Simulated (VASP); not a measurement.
AgBr: relaxation of cell and atoms with PBE

AgBr:

```
Ag Br
1.0
     0.00000    2.87015    2.87015
     2.87015    0.00000    2.87015
     2.87015    2.87015    0.00000
Ag Br
1 1
Direct
  0.00000 0.00000 0.00000
  0.50000 0.50000 0.50000
```

| Property | Result |
| --- | --- |
| Program | VASP 6.6.1 |
| Task | relaxation of cell and atoms |
| Functional | PBE |
| Potentials or basis | VASP PAW PBE potentials, release 64 (Ag, Br) |
| Cutoff | 500 eV |
| k mesh | 8 × 8 × 8 |
| Occupations | methfessel-paxton, width 0.15 eV |
| Spin | no spin polarisation |
| Dipole correction | no |
| Further INCAR settings | ALGO = Normal; EDIFF = 1e-07; IBRION = 2; EDIFFG = -0.005; NSW = 100; ISIF = 3 |

```yaml
Relaxed_volume: 24.89 Å³/atom
Relaxed_cell: a = 4.129 Å, b = 4.129 Å, c = 4.129 Å, α = 60.00°, β = 60.00°, γ = 60.00°
Space_group_after_relaxing_to_0.1_Å: Fm-3m (No. 225)
Energy_gained_by_relaxing: 8.4 meV/atom
Ionic_steps: 3
Pressure_after_relaxing: 0.0 GPa
Band_gap_on_the_k_mesh: 0.69 eV (least direct gap 2.44 eV)
```

The path:
| step | energy change (eV) | largest force (eV/Å) | pressure (GPa) | volume (Å³) |
| --- | --- | --- | --- | --- |
| 1 | 0.0000 | 0.0000 | 2.27 | 47.29 |
| 2 | -0.0167 | 0.0000 | 0.12 | 49.62 |
| 3 | -0.0167 | 0.0000 | 0.00 | 49.77 |

Final structure:
```yaml
crystal:
  lattice:
    - [0.00000, 2.91958, 2.91958]
    - [2.91958, 0.00000, 2.91958]
    - [2.91958, 2.91958, 0.00000]
  atoms:
    - { symbol: Ag, position: [0.00000, 0.00000, 0.00000] }
    - { symbol: Br, position: [0.50000, 0.50000, 0.50000] }
```

Levels at points of the mesh, in eV from the valence-band top:
```tsv
k point	band 6	band 7	band 8	band 9	band 10	band 11	band 12	band 13
(0.00, 0.00, 0.00)	-2.59	-1.75	-1.75	-1.75	0.69	9.93	9.93	9.93
(0.50, 0.00, 0.00)	-2.32	-2.00	0.00	0.00	3.88	6.30	6.86	6.86
(0.50, 0.50, 0.00)	-2.45	-2.23	-2.23	-2.16	1.71	7.15	8.86	10.80
```

Run time: 70 s on 1 thread of Intel(R) Xeon(R) Platinum 8375C CPU @ 2.90GHz (Ice Lake) (shared host), peak memory 0.18 GiB.

Caveat: semilocal functionals underestimate gaps, and a narrow one can read as zero. A k mesh can miss the band edges.
